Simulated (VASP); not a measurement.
Write the native input for VASP 6.6.1 that does the following.

* Task: single point
* Functional: PBEsol
* Potentials or basis: VASP PAW PBE potentials, release 64 (Al, Ga_d, O)
* Cutoff: 520 eV
* k mesh: 6 × 6 × 4
* Occupations: gaussian, width 0.1 eV
* Spin: no spin polarisation
* Dipole correction: no
* Further INCAR settings: ALGO = Normal; EDIFF = 1e-06; NBANDS = 50

The structure of AlGa3O6 lies in POSCAR:

```
AlGa3O6
1.0
    6.0888216023     -1.5117989667      0.0109089708
    6.0888216023      1.5117989667      0.0109089708
   -1.3718063737      0.0000000000      5.6049161539
Al Ga O
1 3 6
Direct
    0.0900701057      0.0900701057      0.7938665885
    0.9095066059      0.9095066059      0.2044015708
    0.6582674609      0.6582674609      0.3132510704
    0.3428644679      0.3428644679      0.6857162584
    0.1611137677      0.1611137677      0.1007284977
    0.8349923971      0.8349923971      0.8900583537
    0.1712974211      0.1712974211      0.5686690267
    0.8263362024      0.8263362024      0.4370533684
    0.4961028284      0.4961028284      0.2582076609
    0.5094487429      0.5094487429      0.7480476043
```

These files were run (other wordings do the same):

INCAR

```
PREC = Accurate
ENCUT = 520
EDIFF = 1E-6
ISMEAR = 0
SIGMA = 0.1
LREAL = F
LASPH = T
NELM = 100
ALGO = Normal
ISIF = 2
LWAVE = F
LCHARG = T
GGA = PS
LELF = T
LVHAR = T
NBANDS = 50
```

KPOINTS

```
Automatic mesh
0
Gamma
  6 6 4
```

Potentials or basis: VASP PAW PBE potentials, release 64 (Al, Ga_d, O).

Command:

```sh
$ cat potpaw_PBE.64/Al/POTCAR potpaw_PBE.64/Ga_d/POTCAR potpaw_PBE.64/O/POTCAR > POTCAR
$ mpirun -np 1 vasp_std > vasp.out
```

It gave:

```
Pressure               : 0.3 GPa
Largest force          : 0.041 eV/Å
Band gap on the k mesh : 2.73 eV (least direct gap 2.83 eV)
```

Caveat: the PAW data sets were made with another functional, which shifts forces and pressure a little.

Run time: 4.5 min on 1 thread of Intel(R) Xeon(R) Platinum 8488C (Sapphire Rapids) (shared host), peak memory 0.43 GiB.
